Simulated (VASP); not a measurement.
**Si2W: single point with PBEsol**

Crystal: Si2W.

```
Si W
1.0
     3.20250   -3.20250    0.00000
    -3.20250   -3.20250    0.00000
     0.00000    0.00000   -7.81573
Si W
8 4
Direct
  0.00000 0.50000 0.16550
  0.50000 0.50000 0.66550
  0.50000 0.00000 0.16550
  0.00000 0.00000 0.66550
  0.00000 0.00000 0.33450
  0.50000 0.00000 0.83450
  0.50000 0.50000 0.33450
  0.00000 0.50000 0.83450
  0.00000 0.00000 0.00000
  0.50000 0.00000 0.50000
  0.50000 0.50000 0.00000
  0.00000 0.50000 0.50000
```

```yaml
Program: VASP 6.6.1
Task: single point
Functional: PBEsol
Potentials_or_basis: VASP PAW PBE potentials, release 64 (Si, W_sv)
Cutoff: 520 eV
k_mesh: 8 × 8 × 4
Occupations: gaussian, width 0.1 eV
Spin: no spin polarisation
Dipole_correction: no
Further_INCAR_settings: ALGO = Fast; EDIFF = 1e-07; NBANDS = 56
```

The pressure is 0.3 GPa. The largest force is 0.015 eV/Å and the band gap on the k mesh is zero (bands 44 and 45 overlap by 0.89 eV).

Forces in eV/Å, atoms in the order of the input:
```
Si   0.000  0.000 -0.015
Si   0.000  0.000 -0.015
Si   0.000  0.000 -0.015
Si   0.000  0.000 -0.015
Si   0.000  0.000  0.015
Si   0.000  0.000  0.015
Si   0.000  0.000  0.015
Si   0.000  0.000  0.015
W    0.000  0.000  0.000
W    0.000  0.000  0.000
W    0.000  0.000  0.000
W    0.000  0.000  0.000
```

Levels at points of the mesh, in eV from the Fermi level:
```tsv
k point	band 41	band 42	band 43	band 44	band 45	band 46	band 47	band 48
(0.00, 0.00, 0.00)	-0.80	-0.80	-0.49	-0.49	0.65	0.83	2.85	2.86
(0.50, 0.00, 0.00)	-1.95	-1.95	-0.87	-0.87	0.36	0.36	2.03	2.03
(0.50, 0.50, 0.00)	-0.68	-0.68	-0.68	-0.68	2.15	2.15	2.15	2.15
(0.00, 0.00, 0.50)	-2.26	-2.26	0.12	0.12	0.74	0.74	1.62	1.62
(0.50, 0.00, 0.50)	-2.42	-2.42	-2.42	-2.42	1.79	1.79	1.79	1.79
(0.50, 0.50, 0.50)	-0.42	-0.42	-0.42	-0.42	2.76	2.76	2.76	2.76
```

It took 11 min on 1 thread of Oxide Virtual Turin-like Processor, on a shared host, peak memory 0.4 GiB.

Caveat: the PAW data sets were made with another functional, which shifts forces and pressure a little; spin-orbit coupling is left out, which moves the levels of the heavy elements.
